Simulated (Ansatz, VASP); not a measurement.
## Two plane-wave programs on In

The input INCAR:

```
SYSTEM = In
ALGO = Normal
EDIFF = 1E-6
ENCUT = 520
GGA = PE
ISIF = 2
ISMEAR = -1
LASPH = .TRUE.
LCHARG = .TRUE.
LELF = .TRUE.
LREAL = .FALSE.
LVHAR = .TRUE.
LWAVE = .FALSE.
NBANDS = 12
NELM = 60
PREC = Accurate
SIGMA = 0.1
```

File KPOINTS:

```
k-points
0
G
  15 15 14
  0 0 0
```

POSCAR

```
In
1.0
    3.2616547452      0.0000000000      0.0000000000
   -1.6308273726      2.8246758677      0.0000000000
    0.0000000000      0.0000000000      3.0963816757
In
1
Direct
    0.0000000000      0.0000000000      0.0000000000
```

Input for Ansatz:

```yaml
crystal:
  lattice:
    - [3.2616547452, 0.0, 0.0]
    - [-1.6308273726, 2.8246758677, 0.0]
    - [0.0, 0.0, 3.0963816757]
  atoms:
    - { symbol: In, position: [0.0, 0.0, 0.0] }
kpoints:
  mp_grid: { grid: [15, 15, 14] }
  band_path:
    path:
      - [0.0, 0.0, 0.0]
      - [0.5, 0.0, 0.0]
      - [0.3333333333, 0.3333333333, 0.0]
      - [0.0, 0.0, 0.0]
      - [0.0, 0.0, 0.5]
      - [0.5, 0.0, 0.5]
      - [0.3333333333, 0.3333333333, 0.5]
      - [0.0, 0.0, 0.5]
      - [0.5, 0.0, 0.5]
    npoints: 8
scf:
  occupations: { method: fermi_dirac, width: 0.1 }
hamiltonian:
  xc: pbe
  pseudopotentials: { kind: paw }
output:
  forces: true
  stress: true
  eigenvalues: true
  populations: true
  dos: { projected: true, de: 0.2, e_range: [-14, 8] }
```

Change from the starting cell: volume scaled by 1, PAW files.

Alike in both runs: task single point; functional PBE; k mesh 15 × 15 × 14; occupations fermi-dirac, width 0.1 eV; no spin polarisation.

```csv
,VASP,Ansatz
version,VASP 6.6.1,Ansatz 0.2.0
potentials or method,"VASP PAW PBE potentials, release 64 (In_d)","PAW with Ansatz's default frozen-core files, scalar-relativistic"
plane-wave cutoff (eV),520,420
valence electrons in the cell,13,13
```

```tsv
	VASP	Ansatz	Ansatz less VASP
pressure (GPa)	0.0	0.0	+0.05
```
